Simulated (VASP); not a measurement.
The system is LiCl.

```
CELL_PARAMETERS angstrom
3.57495 0.00000 0.00000
-1.78747 3.09600 0.00000
0.00000 0.00000 6.02408
ATOMIC_POSITIONS crystal
Li 0.00000 0.00000 0.00000
Li 0.00000 0.00000 0.50000
Cl 0.33333 0.66667 0.25000
Cl 0.66667 0.33333 0.75000
```

Base run:

- Program: VASP 6.6.1
- Functional: PBE
- Potentials or basis: VASP PAW PBE potentials, release 64 (Li_sv, Cl)
- Cutoff: 520 eV
- k mesh: 12 × 12 × 4
- Occupations: gaussian, width 0.01 eV
- Spin: no spin polarisation

Its results: band gap on the k mesh 6.36 eV, indirect (the least direct gap lies 4.1 meV higher).

**Question.** The run is repeated on the same cell with these changes: functional from PBE to r2SCAN. What comes out?

**Answer.** Band gap on the k mesh 7.33 eV, indirect (the least direct gap lies 0.7 meV higher).

r2SCAN gives the wider gap, since meta-GGAs in the generalised Kohn-Sham scheme recover part of the derivative discontinuity.

A k mesh can miss the band edges.
